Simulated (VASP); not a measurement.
Here is a VASP 6.6.1 calculation.

Contents of INCAR:

```
PREC = Accurate
ENCUT = 500
EDIFF = 1E-6
ISMEAR = 0
SIGMA = 0.1
LREAL = F
LASPH = T
NELM = 120
ALGO = Normal
ISIF = 2
LWAVE = F
LCHARG = T
GGA = RE
IVDW = 12
LELF = T
LVHAR = T
NBANDS = 13
GGA_COMPAT = F
```

The input KPOINTS:

```
regular mesh
0
Gamma
  11 11 11
```

Contents of POSCAR:

```
W
1.0
    0.0000000000      1.9965853686      1.9965853686
    1.9965853686      0.0000000000      1.9965853686
    1.9965853686      1.9965853686      0.0000000000
W
1
Direct
    0.0000000000      0.0000000000      0.0000000000
```

Potentials or basis: VASP PAW PBE potentials, release 64 (W_sv).

The run is started by

```console
$ cat potpaw_PBE.64/W_sv/POTCAR > POTCAR
$ mpirun -np 1 vasp_std > vasp.out
```

**Question.** Estimate the band gap on the k mesh.

**Answer.** Zero (band 7 reaches 13.79 eV, above the bottom of band 8 at 10.38 eV).

**Question.** Predict the pressure.

**Answer.** 0.6 GPa.

Caveat: the PAW data sets were made with another functional, which shifts forces and pressure a little; spin-orbit coupling is left out, which moves the levels of the heavy elements; pairwise dispersion overbinds metals, which lowers pressure and volume.
